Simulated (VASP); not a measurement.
# Pb (Fm-3m) in VASP: a series of runs

The runs below take Pb through single point, with BLYP, r2SCAN, PBEsol+D3(BJ).

Everything below comes from runs of VASP 6.6.1. Logs are shortened: lines on timing, memory, paths and dates and some standing lists are left out, and cuts for length are marked.

## (1) The cell of the first run

Symmetry: Fm-3m, No. 225, cubic system. Conventional cell: a = 4.950 Å, b = 4.950 Å, c = 4.950 Å, α = 90.00°, β = 90.00°, γ = 90.00°. Within 4.6 Å of Pb (site symmetry m-3m) lie 12 Pb at 3.50 Å.

## (2) Single point, BLYP

Contents of INCAR:

```
  PREC = Accurate
  ENCUT = 520
  EDIFF = 1E-7
  ISMEAR = -1
  SIGMA = 0.05
  LREAL = F
  LASPH = T
  NELM = 60
  ALGO = Normal
  ISIF = 2
  LWAVE = F
  LCHARG = T
  GGA = B5
  ALDAX = 1.0
  AGGAX = 1.0
  AGGAC = 1.0
  ALDAC = 0.0
  LELF = T
  LVHAR = T
  NBANDS = 13
```

Contents of KPOINTS:

```
Automatic mesh
0
Gamma
  5 5 5
```

Contents of POSCAR:

```
Pb
1.0
    0.0000000000      2.4750200000      2.4750200000
    2.4750200000      0.0000000000      2.4750200000
    2.4750200000      2.4750200000      0.0000000000
Pb
1
Direct
    0.0000000000      0.0000000000      0.0000000000
```

Potentials or basis: VASP PAW PBE potentials, release 64 (Pb_d).

Launch:

```sh
cat potpaw_PBE.64/Pb_d/POTCAR > POTCAR
mpirun -np 1 vasp_std > vasp.out
```

OUTCAR:

```text
PREC = Accurate
   ENCUT = 520
   EDIFF = 1E-7
   ISMEAR = -1
   LREAL = F
   LASPH = T
   NELM = 60
   ISIF = 2
   GGA = B5

 ion  position               nearest neighbor table
   1  0.000  0.000  0.000-

  LATTYP: Found a face centered cubic cell.
 ALAT       =     4.9500400000

  Lattice vectors:

 A1 = (   0.0000000000,   2.4750200000,   2.4750200000)
 A2 = (   2.4750200000,   0.0000000000,   2.4750200000)
 A3 = (   2.4750200000,   2.4750200000,   0.0000000000)

Analysis of symmetry for initial positions (statically):
[... 5 lines left out ...]
 face centered cubic supercell.

 Subroutine GETGRP returns: Found 48 space group operations
 (whereof 48 operations were pure point group operations)
 out of a pool of 48 trial point group operations.

The static configuration has the point symmetry O_h .

Analysis of symmetry for dynamics (positions and initial velocities):
[... 5 lines left out ...]
 face centered cubic supercell.

 Subroutine GETGRP returns: Found 48 space group operations
 (whereof 48 operations were pure point group operations)
 out of a pool of 48 trial point group operations.

The dynamic configuration has the point symmetry O_h .

 Subroutine INISYM returns: Found 48 space group operations
 (whereof 48 operations are pure point group operations),
 and found     1 'primitive' translations

----------------------------------------------------------------------------------------

                                     Primitive cell

  volume of cell :      30.3226

  direct lattice vectors                    reciprocal lattice vectors
     0.000000000  2.475020000  2.475020000    -0.202018570  0.202018570  0.202018570
     2.475020000  0.000000000  2.475020000     0.202018570 -0.202018570  0.202018570
     2.475020000  2.475020000  0.000000000     0.202018570  0.202018570 -0.202018570

  length of vectors
     3.500206851  3.500206851  3.500206851     0.349906427  0.349906427  0.349906427

  position of ions in fractional coordinates (direct lattice)
     0.000000000  0.000000000  0.000000000

  ion indices of the primitive-cell ions
   primitive index   ion index
                 1           1

----------------------------------------------------------------------------------------

 KPOINTS: Automatic mesh

Automatic generation of k-mesh.
 Grid dimensions read from file:
 generate k-points for:    5    5    5

 Generating k-lattice:

  Cartesian coordinates                     Fractional coordinates (reciprocal lattice)
    -0.040403714  0.040403714  0.040403714     0.200000000  0.000000000  0.000000000
     0.040403714 -0.040403714  0.040403714     0.000000000  0.200000000  0.000000000
     0.040403714  0.040403714 -0.040403714     0.000000000  0.000000000  0.200000000

  Length of vectors
     0.069981285  0.069981285  0.069981285

  Shift w.r.t. Gamma in fractional coordinates (k-lattice)
     0.000000000  0.000000000  0.000000000

 Subroutine IBZKPT returns following result:
 ===========================================

 Found     10 irreducible k-points:

 Following reciprocal coordinates:
            Coordinates               Weight
  0.000000  0.000000  0.000000      1.000000
  0.200000  0.000000  0.000000      8.000000
  0.400000  0.000000  0.000000      8.000000
  0.200000  0.200000  0.000000      6.000000
  0.400000  0.200000  0.000000     24.000000
 -0.400000  0.200000  0.000000     24.000000
 -0.200000  0.200000  0.000000     12.000000
  0.400000  0.400000  0.000000      6.000000
 -0.400000  0.400000  0.000000     12.000000
 -0.400000  0.400000  0.200000     24.000000
   k-points           NKPTS =     10   k-points in BZ     NKDIM =     10   number of bands    NBANDS=     13
   number of dos      NEDOS =    301   number of ions     NIONS =      1
   total plane-waves  NPLWV =  21952
   dimension x,y,z NGX =    28 NGY =   28 NGZ =   28
   dimension x,y,z NGXF=    56 NGYF=   56 NGZF=   56
   ions per type =               1
   NGX,Y,Z   is equivalent  to a cutoff of  13.30, 13.30, 13.30 a.u.
   NGXF,Y,Z  is equivalent  to a cutoff of  26.60, 26.60, 26.60 a.u.
 SYSTEM =  unknown system
   PREC   = accura    normal or accurate (medium, high low for compatibility)
   ISTART =      0    job   : 0-new  1-cont  2-samecut
   ICHARG =      2    charge: 1-file 2-atom 10-const
   ISPIN  =      1    spin polarized calculation?
   LNONCOLLINEAR =      F non collinear calculations
   LSORBIT =      F    spin-orbit coupling
   LASPH  =      T    aspherical Exc in radial PAW
   ENCUT  =  520.0 eV  38.22 Ry    6.18 a.u.   6.51  6.51  6.51*2*pi/ulx,y,z
   NELM   =     60;   NELMIN=  2; NELMDL= -5     # of ELM steps
   EDIFF  = 0.1E-06   stopping-criterion for ELM
   LREAL  =      F    real-space projection
   EDIFFG = 0.1E-05   stopping-criterion for IOM
   NSW    =      0    number of steps for IOM
   IBRION =     -1    ionic relax: 0-MD 1-quasi-New 2-CG
   NFREE  =      0    steps in history (QN), initial steepest desc. (CG)
   ISIF   =      2    stress and relaxation
   ISYM   =      2    0-nonsym 1-usesym 2-fastsym
   POTIM  = 0.5000    time-step for ionic-motion
   TEBEG  =    0.0;   TEEND  =   0.0 temperature during run
   PSTRESS=    0.0 pullay stress
   NELECT =      14.0000    total number of electrons
   NUPDOWN=      -1.0000    fix difference up-down
   EMIN   =  10.00;   EMAX   =-10.00  energy-range for DOS
   EFERMI =   0.00;   METHOD = LEGACY
   ISMEAR =    -1;   SIGMA  =   0.05  broadening in eV -4-tet -1-fermi 0-gaus
   EFERMI_NEDOS =   21; number of points for ismear=-14 and -15
   IALGO  =     38    algorithm
   IMIX   =      4    mixing-type and parameters
     AMIX     =   0.40;   BMIX     =  1.00
     AMIX_MAG =   1.60;   BMIX_MAG =  1.00
  volume/ion in A,a.u.               =      30.32       204.63
  Fermi-wavevector in a.u.,A,eV,Ry     =   1.265306  2.391081 21.782907  1.600999
  Thomas-Fermi vector in A             =   2.398566
   LORBIT       =      0    0 simple, 1 ext, 2 COOP (PROOUT), +10 PAW based schemes
   GGA     = B5    functional components
   LHFCALC =     F    Hartree Fock is set to
   AEXX    =    0.0000 exact exchange contribution
   IVDW    =     0    specifies the selected vdW correction
   LEPSILON=     F    determine dielectric tensor
   LRPA    =     F    only Hartree local field effects (RPA)
 non-spin polarized calculation
  energy-cutoff  :      520.00
  volume of cell :       30.32
 maximum number of plane-waves:       869
 NGX is ok and might be reduce to    28
   NGX = 13   NGY = 13   NGZ = 13

 number of electron      13.9999999 magnetization

 Free energy of the ion-electron system (eV)
  ---------------------------------------------------
  ext. energy  EPLUGINS =         0.00000000
  ---------------------------------------------------
  free energy    TOTEN  =        -2.76724441 eV

  energy without entropy =       -2.75423438  energy(sigma->0) =       -2.76073940

 E-fermi :   7.5148     XC(G=0):  -9.5949

 val. band max:        7.4887228532   @ k =  -0.4000   0.4000   0.2000
 cond. band min:       7.9985840070   @ k =  -0.2000   0.2000   0.0000
 fundamental gap:      0.5098611538
 Fermi energy:         7.5148476842

 k-point     1 :       0.0000    0.0000    0.0000
  band No.  band energies     occupation
      1      -9.3150      2.00000
      2      -9.3150      2.00000
      3      -9.3150      2.00000
      4      -9.1731      2.00000
      5      -9.1731      2.00000
      6      -4.0132      2.00000
      7      15.0124      0.00000
      8      15.0124      0.00000
      9      15.0124      0.00000
     10      17.8306      0.00000
     11      19.5987      0.00000
     12      20.3869      0.00000
     13      20.3869      0.00000

 k-point     2 :       0.2000    0.0000    0.0000
  band No.  band energies     occupation
      1      -9.3182      2.00000
      2      -9.2799      2.00000
      3      -9.2799      2.00000
      4      -9.1582      2.00000
      5      -9.1582      2.00000
      6      -3.2501      2.00000
      7      10.0339      0.00000
      8      14.2768      0.00000
      9      14.2768      0.00000
     10      17.1467      0.00000
     11      20.2044      0.00000
     12      20.7345      0.00000
     13      20.7345      0.00000

 k-point     3 :       0.4000    0.0000    0.0000
  band No.  band energies     occupation
      1      -9.3370      2.00000
      2      -9.2970      2.00000
      3      -9.2970      2.00000
      4      -9.0573      2.00000
      5      -9.0573      2.00000
      6      -1.1713      2.00000
      7       4.7806      2.00000
      8      13.3382      0.00000
      9      13.3382      0.00000
     10      17.1044      0.00000
     11      18.0540      0.00000
     12      19.3419      0.00000
     13      19.3419      0.00000
[... 81 lines left out ...]
 k-point     9 :      -0.4000    0.4000    0.0000
  band No.  band energies     occupation
      1      -9.4181      2.00000
      2      -9.3218      2.00000
      3      -9.0877      2.00000
      4      -9.0704      2.00000
      5      -9.0292      2.00000
      6       0.9016      2.00000
      7       5.1889      2.00000
      8       7.2552      1.98895
      9      10.3546      0.00000
     10      14.3693      0.00000
     11      17.9332      0.00000
     12      24.5643      0.00000
     13      25.6401      0.00000

 k-point    10 :      -0.4000    0.4000    0.2000
  band No.  band energies     occupation
      1      -9.3169      2.00000
      2      -9.3050      2.00000
      3      -9.1944      2.00000
      4      -9.0996      2.00000
      5      -9.0358      2.00000
      6       0.3468      2.00000
      7       5.9886      2.00000
      8       7.4887      1.25546
      9       9.4152      0.00000
     10      17.7114      0.00000
     11      18.7773      0.00000
     12      20.2250      0.00000
     13      23.9324      0.00000

------------------------ aborting loop because EDIFF is reached ----------------------------------------

  FORCE on cell =-STRESS in cart. coord.  units (eV):
  Direction    XX          YY          ZZ          XY          YZ          ZX
  --------------------------------------------------------------------------------------
  -------------------------------------------------------------------------------------
  Total        1.0660570      1.0660570      1.0660570      0.0000000      0.0000000      0.0000000
  in kB       56.3280721     56.3280721     56.3280721      0.0000000      0.0000000      0.0000000
  external PRESSURE =      56.3280721 kB  Pullay stress =       0.0000000 kB

 VOLUME and BASIS-vectors are now :
 -----------------------------------------------------------------------------
  energy-cutoff  :      520.00
  volume of cell :       30.32
      direct lattice vectors                 reciprocal lattice vectors
     0.000000000  2.475020000  2.475020000    -0.202018570  0.202018570  0.202018570
     2.475020000  0.000000000  2.475020000     0.202018570 -0.202018570  0.202018570
     2.475020000  2.475020000  0.000000000     0.202018570  0.202018570 -0.202018570

 POSITION                                       TOTAL-FORCE (eV/Angst)
 -----------------------------------------------------------------------------------
      0.00000      0.00000      0.00000         0.000000      0.000000      0.000000
 -----------------------------------------------------------------------------------
    total drift:                               -0.000000     -0.000000     -0.000000

  FREE ENERGIE OF THE ION-ELECTRON SYSTEM (eV)
  ---------------------------------------------------
  free  energy   TOTEN  =        -2.7672444108 eV

  energy  without entropy=       -2.7542343799  energy(sigma->0) =       -2.76073940
```

It took 15 s on 1 thread of Intel Xeon Platinum 8259CL at 2.50GHz (Skylake/Cascade Lake), shared host; peak memory 0.15 GiB.

What came out:

* Free energy: -2.7672 eV
* Pressure: 5.6 GPa
* Band gap on the k mesh: zero (band 7 reaches 15.01 eV, above the bottom of band 8 at 7.26 eV)

Caveat: the k points lie up to 0.44 Å⁻¹ apart; the PAW data sets were made with another functional, which shifts forces and pressure a little; spin-orbit coupling is left out, which moves the levels of the heavy elements.

## (3) Single point, r2SCAN

POSCAR is that of step 2.

Contents of INCAR.step1:

```
SYSTEM = Pb
ALGO = Normal ; EDIFF = 1E-4
ENCUT = 520 ; GGA = PE
ISMEAR = -1 ; LASPH = .TRUE.
LCHARG = .FALSE. ; LREAL = .FALSE.
LWAVE = .TRUE. ; NBANDS = 13
NELM = 60 ; PREC = Accurate
SIGMA = 0.05
```

Contents of INCAR.step2:

```
SYSTEM = Pb
ALGO = Normal ; EDIFF = 1E-6
ENCUT = 520 ; ISIF = 2
ISMEAR = -1 ; ISTART = 1
LASPH = .TRUE. ; LCHARG = .FALSE.
LMIXTAU = .TRUE. ; LREAL = .FALSE.
LWAVE = .FALSE. ; METAGGA = R2SCAN
NBANDS = 13 ; NELM = 60
PREC = Accurate ; SIGMA = 0.05
```

Contents of KPOINTS:

```
k-points
0
G
  5 5 5
  0 0 0
```

Potentials or basis: VASP PAW PBE potentials, release 64 (Pb_d).

Launch:

```sh
cat potpaw_PBE.64/Pb_d/POTCAR > POTCAR
cp INCAR.step1 INCAR
mpirun -np 1 vasp_std > vasp.out
cp INCAR.step2 INCAR
mpirun -np 1 vasp_std > vasp.out
```

It took 31 s on 1 thread of Intel Xeon Platinum 8259CL at 2.50GHz (Skylake/Cascade Lake), shared host; peak memory 0.16 GiB.

Results (log left out):

- Free energy: -56.2483 eV
- Pressure: 0.7 GPa
- Band gap on the k mesh: zero (band 7 reaches 14.96 eV, above the bottom of band 8 at 6.63 eV)

Levels at points of the mesh, in eV from the Fermi level:
```csv
k point,band 5,band 6,band 7,band 8,band 9,band 10
"(0.00, 0.00, 0.00)",-17.26,-11.97,8.07,8.07,8.07,10.76
```

Caveat: the k points lie up to 0.44 Å⁻¹ apart; the PAW data sets were made with another functional, which shifts forces and pressure a little; spin-orbit coupling is left out, which moves the levels of the heavy elements.

## (4) Single point, PBEsol+D3(BJ)

This run uses another cell than the first one, of 28.50 Å³/atom, 0.940 times its volume.

Contents of INCAR:

```
ALGO     = Normal         # electronic algorithm
EDIFF    = 1E-6           # SCF threshold, eV
ENCUT    = 520            # plane-wave cutoff, eV
GGA      = PS             # functional
ISIF     = 2              # what is computed and relaxed
ISMEAR   = -1             # smearing method
IVDW     = 12             # dispersion correction
LASPH    = T              # aspherical terms in the spheres
LCHARG   = T              # write CHGCAR
LELF     = T              # ELF
LREAL    = F              # projectors in reciprocal space
LVHAR    = T            
LWAVE    = F              # write WAVECAR
NBANDS   = 13             # bands
NELM     = 80             # most SCF steps
PREC     = Accurate       # precision mode
SIGMA    = 0.05           # smearing width, eV
```

Contents of KPOINTS:

```
k-points
0
Gamma
  9 9 9
```

Contents of POSCAR:

```
Pb
1.0
    0.0000000000      2.4244444492      2.4244444492
    2.4244444492      0.0000000000      2.4244444492
    2.4244444492      2.4244444492      0.0000000000
Pb
1
Direct
    0.0000000000      0.0000000000      0.0000000000
```

Launch:

```sh
cat potpaw_PBE.64/Pb_d/POTCAR > POTCAR
mpirun -np 1 vasp_std > vasp.out
```

Wall time 18 s (1 thread of Intel Xeon Platinum 8259CL at 2.50GHz (Skylake/Cascade Lake), shared host); peak memory 0.17 GiB.

It converged, with:

| Item | Value |
| --- | --- |
| Free energy | -4.4770 eV |
| Pressure | -0.1 GPa |
| Band gap on the k mesh | zero (band 7 reaches 15.72 eV, above the bottom of band 8 at 6.13 eV) |
| Dispersion energy per atom | -0.471 eV |

Levels at points of the mesh, in eV from the Fermi level:
```
           k point  band 5  band 6  band 7  band 8  band 9  band 10
(0.00, 0.00, 0.00)  -16.68  -12.02    8.09    8.09    8.09     9.98
```

Caveat: the PAW data sets were made with another functional, which shifts forces and pressure a little; spin-orbit coupling is left out, which moves the levels of the heavy elements; pairwise dispersion overbinds metals, which lowers pressure and volume.

## (5) Overview

| level | cell | k mesh | gap on the mesh (eV) | pressure (GPa) |
| --- | --- | --- | --- | --- |
| BLYP | a = 3.500 Å, angles 60.0°, 1 atom | 5 × 5 × 5 | none | 5.6 |
| r2SCAN | a = 3.500 Å, angles 60.0°, 1 atom | 5 × 5 × 5 | none | 0.7 |
| PBEsol+D3(BJ) | a = 3.429 Å, angles 60.0°, 1 atom | 9 × 9 × 9 | none | -0.1 |

Alike in all rows: task single point; potentials or basis VASP PAW PBE potentials, release 64 (Pb_d); no spin polarisation; cutoff (eV) 520; smearing fermi-dirac 0.05 eV.

Caveats: some runs use coarse meshes; the PAW data sets were made with another functional, which shifts forces and pressure a little; spin-orbit coupling is left out, which moves the levels of the heavy elements; pairwise dispersion overbinds metals, which lowers pressure and volume (some runs).

Total energies depend on the potentials used, so only differences within one code and one set of settings carry meaning.
